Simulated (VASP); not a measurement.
Write the native input for VASP 6.6.1 that does the following.

```
Task                   : single point
Functional             : PBE
Potentials or basis    : VASP PAW PBE potentials, release 64 (Ir, Rh_pv)
Cutoff                 : 520 eV
k mesh                 : 8 × 6 × 2
Occupations            : gaussian, width 0.2 eV
Spin                   : no spin polarisation
Dipole correction      : no
Further INCAR settings : ALGO = Fast; EDIFF = 1e-06; NBANDS = 78
```

The structure of Ir2Rh lies in POSCAR:

```
Ir2Rh
1.0
    2.7398386905      0.0000000289      0.0000000000
   -0.0000000500      4.7455398165      0.0000000000
    0.0000000000      0.0000000000     13.2879006000
Ir Rh
8 4
Direct
    1.0000000000      0.3333333333      0.0829100000
    0.5000000000      0.8333333333      0.0829100000
    1.0000000000      0.3333333333      0.4170900000
    0.5000000000      0.8333333333      0.4170900000
    0.5000000000      0.1666666667      0.5829100000
    0.0000000000      0.6666666667      0.5829100000
    0.5000000000      0.1666666667      0.9170900000
    0.0000000000      0.6666666667      0.9170900000
    1.0000000000      0.3333333333      0.7500000000
    0.5000000000      0.8333333333      0.7500000000
    0.5000000000      0.1666666667      0.2500000000
    0.0000000000      0.6666666667      0.2500000000
```

One way to write it, as run:

INCAR

```
SYSTEM = Ir2Rh
PREC = Accurate ; ENCUT = 520
EDIFF = 1E-6 ; ISMEAR = 0
SIGMA = 0.2 ; LREAL = .FALSE.
LASPH = .TRUE. ; NELM = 60
ALGO = Fast ; ISIF = 2
LWAVE = .FALSE. ; LCHARG = .FALSE.
GGA = PE ; NBANDS = 78
```

KPOINTS

```
Automatic mesh
0
G
  8 6 2
  0 0 0
```

Potentials or basis: VASP PAW PBE potentials, release 64 (Ir, Rh_pv).

Launch:

```bash
$ cat potpaw_PBE.64/Ir/POTCAR potpaw_PBE.64/Rh_pv/POTCAR > POTCAR
$ mpirun -np 1 vasp_std > vasp.out
```

Results of the run:

The pressure is 0.7 GPa, the largest force is 0.050 eV/Å and the band gap on the k mesh is zero (bands 66 and 67 overlap by 2.25 eV).

Caveat: spin-orbit coupling is left out, which moves the levels of the heavy elements.

Run time: 34 min on 1 thread of Oxide Virtual Turin-like Processor, with other jobs on the host, peak memory 0.49 GiB.
